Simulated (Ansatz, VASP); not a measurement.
# Two plane-wave programs on TiSi2

```
Ti Si
1.0
    -1.54039    1.77905    4.16747
     1.54039   -1.77905    4.16747
     1.54039    1.77905   -4.16747
Ti Si
1 2
Direct
  0.00000 0.00000 0.00000
  0.33038 0.33038 0.00000
  0.66962 0.66962 0.00000
```

Change from the starting cell: strain +0.050 along x and y, +0.000 along z, atoms carried along.

Alike in both runs: task single point; functional PBEsol; k mesh 22 × 22 × 22; occupations gaussian, width 0.15 eV; no spin polarisation.

```csv
,VASP,Ansatz
version,VASP 6.6.1,Ansatz 0.2.0
potentials or method,"VASP PAW PBE potentials, release 64 (Ti_sv, Si), cutoff 520 eV","scalar-relativistic, plane waves, PAW"
valence electrons in the cell,20,20
```

Ansatz gave:

| Quantity | Value |
| --- | --- |
| gap on the k mesh at the Fermi level (eV) | none |
| pressure (GPa) | -11.3 |
| traceless stress, the component that is largest in VASP (GPa) | 4.67 |
| rms of the force components (eV/Å) | 0.069 |

Problem. Which values does VASP return?

Solution. gap on the k mesh at the Fermi level (eV): none; pressure (GPa): -11.2; traceless stress, the component that is largest in VASP (GPa): 4.67; rms of the force components (eV/Å): 0.069.

VASP's potentials were made for PBE, not for PBEsol. Atom by atom the forces differ by 0.000 eV/Å (rms over components). A gap of «none» marks a metal or a gap that the smearing closes.
